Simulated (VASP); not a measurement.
# ZrN (Fm-3m) in VASP: a series of runs

The runs below take ZrN through single point, with PBE, RPBE, PBEsol, r2SCAN+D4.

All numbers are computed with VASP 6.6.1; they aren't measurements. Logs are shortened: lines on timing, memory, paths and dates and some standing lists are left out, and cuts for length are marked.

### 1 The cell of the first run

It takes space group Fm-3m (No. 225, cubic). The conventional cell has a = 4.600 Å, b = 4.600 Å, c = 4.600 Å, α = 90.00°, β = 90.00°, γ = 90.00°. Zr (site symmetry m-3m) has 6 N at 2.30 Å within 3.0 Å. Within 3.0 Å of N (site symmetry m-3m) lie 6 Zr at 2.30 Å.

### 2 Single point, PBE

INCAR

```
ALGO = Normal
EDIFF = 1E-6
ENCUT = 600
GGA = PE
GGA_COMPAT = False
ISIF = 2
ISMEAR = -1
LASPH = True
LCHARG = False
LREAL = False
LWAVE = False
NBANDS = 16
NELM = 120
PREC = Accurate
SIGMA = 0.03
```

KPOINTS

```
k-points
0
Gamma
  4 4 4
```

POSCAR

```
ZrN
1.0
    0.0000000000      2.3000000000      2.3000000000
    2.3000000000      0.0000000000      2.3000000000
    2.3000000000      2.3000000000      0.0000000000
Zr N
1 1
Direct
    0.5000000000      0.5000000000      0.5000000000
    0.0000000000      0.0000000000      0.0000000000
```

Potentials or basis: VASP PAW PBE potentials, release 64 (Zr_sv, N).

Command:

```sh
cat potpaw_PBE.64/Zr_sv/POTCAR potpaw_PBE.64/N/POTCAR > POTCAR
mpirun -np 1 vasp_std > vasp.out
```

OUTCAR:

```text
EDIFF = 1E-6
   ENCUT = 600
   GGA = PE
   ISIF = 2
   ISMEAR = -1
   LASPH = True
   LREAL = False
   NELM = 120
   PREC = Accurate

 ion  position               nearest neighbor table
   1  0.500  0.500  0.500-   2 2.30   2 2.30   2 2.30   2 2.30   2 2.30   2 2.30
   2  0.000  0.000  0.000-   1 2.30   1 2.30   1 2.30   1 2.30   1 2.30   1 2.30

  LATTYP: Found a face centered cubic cell.
 ALAT       =     4.6000000000

  Lattice vectors:

 A1 = (   0.0000000000,   2.3000000000,   2.3000000000)
 A2 = (   2.3000000000,   0.0000000000,   2.3000000000)
 A3 = (   2.3000000000,   2.3000000000,   0.0000000000)

Analysis of symmetry for initial positions (statically):
=====================================================================
 Subroutine PRICEL returns:
 Original cell was already a primitive cell.

 Routine SETGRP: Setting up the symmetry group for a
 face centered cubic supercell.

 Subroutine GETGRP returns: Found 48 space group operations
 (whereof 48 operations were pure point group operations)
 out of a pool of 48 trial point group operations.

The static configuration has the point symmetry O_h .

Analysis of symmetry for dynamics (positions and initial velocities):
=====================================================================
 Subroutine PRICEL returns:
 Original cell was already a primitive cell.

 Routine SETGRP: Setting up the symmetry group for a
 face centered cubic supercell.

 Subroutine GETGRP returns: Found 48 space group operations
 (whereof 48 operations were pure point group operations)
 out of a pool of 48 trial point group operations.

The dynamic configuration has the point symmetry O_h .

 Subroutine INISYM returns: Found 48 space group operations
 (whereof 48 operations are pure point group operations),
 and found     1 'primitive' translations

----------------------------------------------------------------------------------------

                                     Primitive cell

  volume of cell :      24.3340

  direct lattice vectors                    reciprocal lattice vectors
     0.000000000  2.300000000  2.300000000    -0.217391304  0.217391304  0.217391304
     2.300000000  0.000000000  2.300000000     0.217391304 -0.217391304  0.217391304
     2.300000000  2.300000000  0.000000000     0.217391304  0.217391304 -0.217391304

  length of vectors
     3.252691193  3.252691193  3.252691193     0.376532784  0.376532784  0.376532784

  position of ions in fractional coordinates (direct lattice)
     0.500000000  0.500000000  0.500000000
     0.000000000  0.000000000  0.000000000

  ion indices of the primitive-cell ions
   primitive index   ion index
                 1           1
                 2           2

----------------------------------------------------------------------------------------

 KPOINTS: k-points

Automatic generation of k-mesh.
 Grid dimensions read from file:
 generate k-points for:    4    4    4

 Generating k-lattice:

  Cartesian coordinates                     Fractional coordinates (reciprocal lattice)
    -0.054347826  0.054347826  0.054347826     0.250000000  0.000000000  0.000000000
     0.054347826 -0.054347826  0.054347826     0.000000000  0.250000000  0.000000000
     0.054347826  0.054347826 -0.054347826     0.000000000  0.000000000  0.250000000

  Length of vectors
     0.094133196  0.094133196  0.094133196

  Shift w.r.t. Gamma in fractional coordinates (k-lattice)
     0.000000000  0.000000000  0.000000000

 Subroutine IBZKPT returns following result:
 ===========================================

 Found      8 irreducible k-points:

 Following reciprocal coordinates:
            Coordinates               Weight
  0.000000  0.000000  0.000000      1.000000
  0.250000  0.000000  0.000000      8.000000
  0.500000  0.000000  0.000000      4.000000
  0.250000  0.250000  0.000000      6.000000
  0.500000  0.250000  0.000000     24.000000
 -0.250000  0.250000  0.000000     12.000000
  0.500000  0.500000  0.000000      3.000000
 -0.250000  0.500000  0.250000      6.000000
   k-points           NKPTS =      8   k-points in BZ     NKDIM =      8   number of bands    NBANDS=     16
   number of dos      NEDOS =    301   number of ions     NIONS =      2
   total plane-waves  NPLWV =  21952
   dimension x,y,z NGX =    28 NGY =   28 NGZ =   28
   dimension x,y,z NGXF=    56 NGYF=   56 NGZF=   56
   ions per type =               1   1
   NGX,Y,Z   is equivalent  to a cutoff of  14.31, 14.31, 14.31 a.u.
   NGXF,Y,Z  is equivalent  to a cutoff of  28.62, 28.62, 28.62 a.u.
 SYSTEM =  unknown system
   PREC   = accura    normal or accurate (medium, high low for compatibility)
   ISTART =      0    job   : 0-new  1-cont  2-samecut
   ICHARG =      2    charge: 1-file 2-atom 10-const
   ISPIN  =      1    spin polarized calculation?
   LNONCOLLINEAR =      F non collinear calculations
   LSORBIT =      F    spin-orbit coupling
   LASPH  =      T    aspherical Exc in radial PAW
   ENCUT  =  600.0 eV  44.10 Ry    6.64 a.u.   6.50  6.50  6.50*2*pi/ulx,y,z
   NELM   =    120;   NELMIN=  2; NELMDL= -5     # of ELM steps
   EDIFF  = 0.1E-05   stopping-criterion for ELM
   LREAL  =      F    real-space projection
   EDIFFG = 0.1E-04   stopping-criterion for IOM
   NSW    =      0    number of steps for IOM
   IBRION =     -1    ionic relax: 0-MD 1-quasi-New 2-CG
   NFREE  =      0    steps in history (QN), initial steepest desc. (CG)
   ISIF   =      2    stress and relaxation
   ISYM   =      2    0-nonsym 1-usesym 2-fastsym
   POTIM  = 0.5000    time-step for ionic-motion
   TEBEG  =    0.0;   TEEND  =   0.0 temperature during run
   PSTRESS=    0.0 pullay stress
   NELECT =      17.0000    total number of electrons
   NUPDOWN=      -1.0000    fix difference up-down
   EMIN   =  10.00;   EMAX   =-10.00  energy-range for DOS
   EFERMI =   0.00;   METHOD = LEGACY
   ISMEAR =    -1;   SIGMA  =   0.03  broadening in eV -4-tet -1-fermi 0-gaus
   EFERMI_NEDOS =   21; number of points for ismear=-14 and -15
   IALGO  =     38    algorithm
   IMIX   =      4    mixing-type and parameters
     AMIX     =   0.40;   BMIX     =  1.00
     AMIX_MAG =   1.60;   BMIX_MAG =  1.00
  volume/ion in A,a.u.               =      12.17        82.11
  Fermi-wavevector in a.u.,A,eV,Ry     =   1.452624  2.745062 28.709889  2.110117
  Thomas-Fermi vector in A             =   2.569985
   LORBIT       =      0    0 simple, 1 ext, 2 COOP (PROOUT), +10 PAW based schemes
   GGA     = PE    functional components
   LHFCALC =     F    Hartree Fock is set to
   AEXX    =    0.0000 exact exchange contribution
   IVDW    =     0    specifies the selected vdW correction
   LEPSILON=     F    determine dielectric tensor
   LRPA    =     F    only Hartree local field effects (RPA)
 non-spin polarized calculation
  energy-cutoff  :      600.00
  volume of cell :       24.33
 maximum number of plane-waves:       869
 NGX is ok and might be reduce to    28
   NGX = 13   NGY = 13   NGZ = 13

 number of electron      17.0000000 magnetization

 Free energy of the ion-electron system (eV)
  ---------------------------------------------------
  ext. energy  EPLUGINS =         0.00000000
  ---------------------------------------------------
  free energy    TOTEN  =       -20.35492268 eV

  energy without entropy =      -20.34891767  energy(sigma->0) =      -20.35192018

 E-fermi :  11.3783     XC(G=0): -12.4560

 val. band max:       11.2943371999   @ k =   0.5000   0.2500   0.0000
 cond. band min:      11.4365337148   @ k =   0.0000   0.0000   0.0000
 fundamental gap:      0.1421965149
 Fermi energy:        11.3783150416

 k-point     1 :       0.0000    0.0000    0.0000
  band No.  band energies     occupation
      1     -37.8061      2.00000
      2     -15.4345      2.00000
      3     -15.4345      2.00000
      4     -15.4345      2.00000
      5      -4.3835      2.00000
      6       9.2061      2.00000
[... 8 lines left out ...]
     15      20.9960      0.00000
     16      34.1417      0.00000

 k-point     2 :       0.2500    0.0000    0.0000
  band No.  band energies     occupation
      1     -37.7392      2.00000
      2     -16.0221      2.00000
      3     -15.4805      2.00000
      4     -15.4805      2.00000
      5      -3.3527      2.00000
      6       6.2514      2.00000
[... 8 lines left out ...]
     15      23.8224      0.00000
     16      28.8178      0.00000

 k-point     3 :       0.5000    0.0000    0.0000
  band No.  band energies     occupation
      1     -37.6711      2.00000
      2     -16.5492      2.00000
      3     -15.5256      2.00000
      4     -15.5256      2.00000
      5      -2.2298      2.00000
      6       4.2343      2.00000
[... 8 lines left out ...]
     15      24.0567      0.00000
     16      24.0567      0.00000

 k-point     4 :       0.2500    0.2500    0.0000
  band No.  band energies     occupation
      1     -37.7174      2.00000
      2     -15.9508      2.00000
      3     -15.6077      2.00000
      4     -15.6077      2.00000
      5      -3.5137      2.00000
      6       5.9091      2.00000
[... 8 lines left out ...]
     15      25.3474      0.00000
     16      28.1768      0.00000

 k-point     5 :       0.5000    0.2500    0.0000
  band No.  band energies     occupation
      1     -37.6498      2.00000
      2     -16.3019      2.00000
      3     -15.8086      2.00000
      4     -15.6537      2.00000
      5      -3.0790      2.00000
      6       5.8045      2.00000
[... 8 lines left out ...]
     15      23.0836      0.00000
     16      25.7889      0.00000

 k-point     6 :      -0.2500    0.2500    0.0000
  band No.  band energies     occupation
      1     -37.6719      2.00000
      2     -16.2323      2.00000
      3     -15.8356      2.00000
      4     -15.5278      2.00000
      5      -2.8093      2.00000
      6       5.1894      2.00000
[... 8 lines left out ...]
     15      24.0512      0.00000
     16      24.2544      0.00000

 k-point     7 :       0.5000    0.5000    0.0000
  band No.  band energies     occupation
      1     -37.6282      2.00000
      2     -16.3235      2.00000
      3     -15.7778      2.00000
      4     -15.7778      2.00000
      5      -3.8429      2.00000
      6       7.2757      2.00000
[... 8 lines left out ...]
     15      21.5537      0.00000
     16      27.5508      0.00000

 k-point     8 :      -0.2500    0.5000    0.2500
  band No.  band energies     occupation
      1     -37.6276      2.00000
      2     -16.0566      2.00000
      3     -16.0566      2.00000
      4     -15.8378      2.00000
      5      -3.2654      2.00000
      6       6.4526      2.00000
[... 8 lines left out ...]
     15      23.6244      0.00000
     16      23.6244      0.00000

------------------------ aborting loop because EDIFF is reached ----------------------------------------

  FORCE on cell =-STRESS in cart. coord.  units (eV):
  Direction    XX          YY          ZZ          XY          YZ          ZX
  --------------------------------------------------------------------------------------
  -------------------------------------------------------------------------------------
  Total       -0.0716070     -0.0716070     -0.0716070      0.0000000     -0.0000000      0.0000000
  in kB       -4.7146848     -4.7146848     -4.7146848      0.0000000     -0.0000000      0.0000000
  external PRESSURE =      -4.7146848 kB  Pullay stress =       0.0000000 kB

 VOLUME and BASIS-vectors are now :
 -----------------------------------------------------------------------------
  energy-cutoff  :      600.00
  volume of cell :       24.33
      direct lattice vectors                 reciprocal lattice vectors
     0.000000000  2.300000000  2.300000000    -0.217391304  0.217391304  0.217391304
     2.300000000  0.000000000  2.300000000     0.217391304 -0.217391304  0.217391304
     2.300000000  2.300000000  0.000000000     0.217391304  0.217391304 -0.217391304

 POSITION                                       TOTAL-FORCE (eV/Angst)
 -----------------------------------------------------------------------------------
      2.30000      2.30000      2.30000         0.000000      0.000000     -0.000000
      0.00000      0.00000      0.00000         0.000000     -0.000000      0.000000
 -----------------------------------------------------------------------------------
    total drift:                                0.000000      0.000000      0.000000

  FREE ENERGIE OF THE ION-ELECTRON SYSTEM (eV)
  ---------------------------------------------------
  free  energy   TOTEN  =       -20.3549226845 eV

  energy  without entropy=      -20.3489176746  energy(sigma->0) =      -20.35192018
```

Wall time 4.1 s (1 thread of AMD EPYC 9R45 (Zen 5), shared host); peak memory 0.12 GiB.

What came out:

| Quantity | Value |
| --- | --- |
| Free energy | -20.3549 eV |
| Pressure | -0.5 GPa |
| Band gap on the k mesh | zero (an odd number of electrons rules out a gap without spin polarisation) |

Caveat: the k points lie up to 0.59 Å⁻¹ apart, too coarse for converged energies and pressures of a metal.

### 3 Single point, PBE

INCAR

```
ALGO     = Normal         # electronic algorithm
EDIFF    = 1E-6           # SCF threshold, eV
ENCUT    = 600            # plane-wave cutoff, eV
GGA      = PE             # functional
GGA_COMPAT= False        
ISIF     = 2              # what is computed and relaxed
ISMEAR   = 0              # smearing method
LASPH    = True           # aspherical terms in the spheres
LCHARG   = False          # write CHGCAR
LREAL    = False          # projectors in reciprocal space
LWAVE    = False          # write WAVECAR
NBANDS   = 16             # bands
NELM     = 120            # most SCF steps
PREC     = Accurate       # precision mode
SIGMA    = 0.03           # smearing width, eV
```

KPOINTS

```
k-points
0
Gamma
  10 10 10
```

POSCAR is that of step 2.

Potentials or basis: VASP PAW PBE potentials, release 64 (Zr_sv, N).

Command:

```sh
cat potpaw_PBE.64/Zr_sv/POTCAR potpaw_PBE.64/N/POTCAR > POTCAR
mpirun -np 1 vasp_std > vasp.out
```

OUTCAR:

```text
EDIFF = 1E-6
   ENCUT = 600
   GGA = PE
   ISIF = 2
   ISMEAR = 0
   LASPH = True
   LREAL = False
   NELM = 120
   PREC = Accurate

 ion  position               nearest neighbor table
   1  0.500  0.500  0.500-   2 2.30   2 2.30   2 2.30   2 2.30   2 2.30   2 2.30
   2  0.000  0.000  0.000-   1 2.30   1 2.30   1 2.30   1 2.30   1 2.30   1 2.30

  LATTYP: Found a face centered cubic cell.
 ALAT       =     4.6000000000

  Lattice vectors:

 A1 = (   0.0000000000,   2.3000000000,   2.3000000000)
 A2 = (   2.3000000000,   0.0000000000,   2.3000000000)
 A3 = (   2.3000000000,   2.3000000000,   0.0000000000)

Analysis of symmetry for initial positions (statically):
=====================================================================
 Subroutine PRICEL returns:
 Original cell was already a primitive cell.

 Routine SETGRP: Setting up the symmetry group for a
 face centered cubic supercell.

 Subroutine GETGRP returns: Found 48 space group operations
 (whereof 48 operations were pure point group operations)
 out of a pool of 48 trial point group operations.

The static configuration has the point symmetry O_h .

Analysis of symmetry for dynamics (positions and initial velocities):
[... 162 lines left out ...]
 val. band max:       11.8721204685   @ k =  -0.1000   0.1000   0.0000
 cond. band min:      11.8866541926   @ k =  -0.4000   0.3000   0.0000
 fundamental gap:      0.0145337241
 Fermi energy:        11.8764661155

 k-point     1 :       0.0000    0.0000    0.0000
  band No.  band energies     occupation
      1     -37.7643      2.00000
      2     -15.3965      2.00000
      3     -15.3965      2.00000
      4     -15.3965      2.00000
      5      -4.3971      2.00000
      6       9.1885      2.00000
[... 433 lines left out ...]
      3     -15.6923      2.00000
      4     -15.6586      2.00000
      5      -3.4823      2.00000
      6       6.1746      2.00000
[... 8 lines left out ...]
     15      24.1329      0.00000
     16      26.8145      0.00000

 [... further k-points ...]

------------------------ aborting loop because EDIFF is reached ----------------------------------------

  FORCE on cell =-STRESS in cart. coord.  units (eV):
  Direction    XX          YY          ZZ          XY          YZ          ZX
  --------------------------------------------------------------------------------------
  -------------------------------------------------------------------------------------
  Total       -0.1083572     -0.1083572     -0.1083572     -0.0000000      0.0000000      0.0000000
  in kB       -7.1343587     -7.1343587     -7.1343587     -0.0000000      0.0000000      0.0000000
  external PRESSURE =      -7.1343587 kB  Pullay stress =       0.0000000 kB

 VOLUME and BASIS-vectors are now :
 -----------------------------------------------------------------------------
  energy-cutoff  :      600.00
  volume of cell :       24.33
      direct lattice vectors                 reciprocal lattice vectors
     0.000000000  2.300000000  2.300000000    -0.217391304  0.217391304  0.217391304
     2.300000000  0.000000000  2.300000000     0.217391304 -0.217391304  0.217391304
     2.300000000  2.300000000  0.000000000     0.217391304  0.217391304 -0.217391304

 POSITION                                       TOTAL-FORCE (eV/Angst)
 -----------------------------------------------------------------------------------
      2.30000      2.30000      2.30000         0.000000      0.000000     -0.000000
      0.00000      0.00000      0.00000        -0.000000     -0.000000      0.000000
 -----------------------------------------------------------------------------------
    total drift:                                0.000000      0.000000      0.000000

  FREE ENERGIE OF THE ION-ELECTRON SYSTEM (eV)
  ---------------------------------------------------
  free  energy   TOTEN  =       -20.3681539255 eV

  energy  without entropy=      -20.3675322702  energy(sigma->0) =      -20.36784310
```

It took 15 s on 1 thread of AMD EPYC 9R45 (Zen 5), shared host; peak memory 0.14 GiB.

Results:

```yaml
Free_energy: -20.3682 eV
Pressure: -0.7 GPa
Band_gap_on_the_k_mesh: zero (an odd number of electrons rules out a gap without spin polarisation)
```

[end of part 1 of 3]
